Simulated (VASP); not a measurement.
A run of VASP 6.6.1 is set up as follows.

The input INCAR:

```
SYSTEM = FeS2
PREC     = Accurate       ! precision mode
ENCUT    = 600            ! plane-wave cutoff, eV
EDIFF    = 1E-6           ! SCF threshold, eV
ISMEAR   = 0              ! smearing method
SIGMA    = 0.02           ! smearing width, eV
LREAL    = .False.        ! projectors in reciprocal space
LASPH    = .True.         ! aspherical terms in the spheres
NELM     = 120            ! most SCF steps
ALGO     = Normal         ! electronic algorithm
ISIF     = 2              ! what is computed and relaxed
LWAVE    = .False.        ! write WAVECAR
LCHARG   = .False.        ! write CHGCAR
GGA      = PE             ! functional
IVDW     = 12             ! dispersion correction
NBANDS   = 29             ! bands
GGA_COMPAT= .False.
```

The input KPOINTS:

```
regular mesh
0
Gamma
  6 4 8
  0 0 0
```

File POSCAR:

```
FeS2
1.0
    4.3891616668      0.0000000000      0.0000000000
    0.0000000000      5.3577863592      0.0000000000
    0.0000000000      0.0000000000      3.3544833832
Fe S
2 4
Direct
    0.0000000000      0.0000000000      0.0000000000
    0.5000000000      0.5000000000      0.5000000000
    0.2053942802      0.3752536072      0.0000000000
    0.2946057198      0.8752536072      0.5000000000
    0.7946057198      0.6247463928      0.0000000000
    0.7053942802      0.1247463928      0.5000000000
```

Potentials or basis: VASP PAW PBE potentials, release 64 (Fe, S).

Launch:

```sh
$ cat potpaw_PBE.64/Fe/POTCAR potpaw_PBE.64/S/POTCAR > POTCAR
$ mpirun -np 1 vasp_std > vasp.out
```

**Question.** What does it give for the largest force?

**Answer.** 0.071 eV/Å.

**Question.** Predict the band gap on the k mesh.

**Answer.** 0.96 eV (least direct gap 1.30 eV).

Stress tensor (GPa, compression positive):
```
-0.01  0.00  0.00
 0.00  0.16  0.00
 0.00  0.00  0.27
```

A k mesh can miss the band edges. As with any semilocal functional, this PBE gap is likely too small.
